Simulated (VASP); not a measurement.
The system is ZnCdH4.

```xyz
6
Lattice="3.9852 0.0000 0.0000 0.0000 3.9852 0.0000 0.0000 0.0000 6.2664" Properties=species:S:1:pos:R:3 pbc="T T T"
Zn    0.0000    0.0000    0.0000
Cd    1.9926    1.9926    3.1332
H     0.0000    0.0000    4.2537
H     1.9926    0.0000    0.0000
H     0.0000    1.9926    0.0000
H     0.0000    0.0000    2.0127
```

* Program: VASP 6.6.1
* Task: relaxation of cell and atoms
* Functional: PBE
* Potentials or basis: VASP PAW PBE potentials, release 64 (Zn, Cd, H)
* Cutoff: 600 eV
* k mesh: 4 × 4 × 4
* Occupations: gaussian, width 0.1 eV
* Spin: no spin polarisation

At the start: pressure -9.2 GPa; volume 16.59 Å³/atom.

Problem. Where does the relaxation end?

Solution. Over 16 steps the energy falls by 292.5 meV/atom and the volume is 10.73 Å³/atom (-35.3 %); space group P4/mmm (No. 123, to 0.1 Å) before and after.

Step by step:
| step | energy change (eV) | largest force (eV/Å) | pressure (GPa) | volume (Å³) |
| --- | --- | --- | --- | --- |
| 1 | 0.0000 | 0.7830 | -9.24 | 99.52 |
| 2 | -0.8111 | 0.6508 | -8.52 | 86.37 |
| 3 | -1.2759 | 1.1070 | 13.89 | 53.90 |
| 4 | -1.6084 | 0.1008 | -3.34 | 68.88 |
| 5 | -1.6721 | 0.2425 | 0.94 | 63.13 |
| 6 | -1.6735 | 0.1799 | 0.13 | 64.05 |
| 7 | -1.7292 | 0.0603 | 0.43 | 63.47 |
| 8 | -1.7474 | 0.0210 | 0.90 | 62.96 |
| 9 | -1.7480 | 0.0353 | 1.00 | 62.84 |
| 10 | -1.7525 | 0.0607 | 0.27 | 63.83 |
| 11 | -1.7528 | 0.0783 | -0.30 | 64.56 |
| 12 | -1.7530 | 0.0729 | -0.20 | 64.32 |
| 13 | -1.7530 | 0.0697 | -0.08 | 64.19 |
| 14 | -1.7530 | 0.0707 | -0.09 | 64.24 |
| 15 | -1.7540 | 0.0504 | -0.05 | 64.29 |
| 16 | -1.7551 | 0.0022 | 0.06 | 64.40 |

Final structure:
```
Zn Cd H
1.0
     3.30753    0.00000    0.00000
     0.00000    3.30753    0.00000
     0.00000    0.00000    5.88697
Zn Cd H
1 1 4
Cartesian
  0.0000 0.0000 0.0000
  1.6538 1.6538 2.9435
  0.0000 0.0000 4.1040
  1.6538 0.0000 0.0000
  0.0000 1.6538 0.0000
  3.3075 3.3075 1.7830
```

Caveat: the k points lie up to 0.47 Å⁻¹ apart in the final cell, too coarse for converged energies and pressures of a metal; the volume moved by over 15 % at a fixed basis, so the end points are rough.
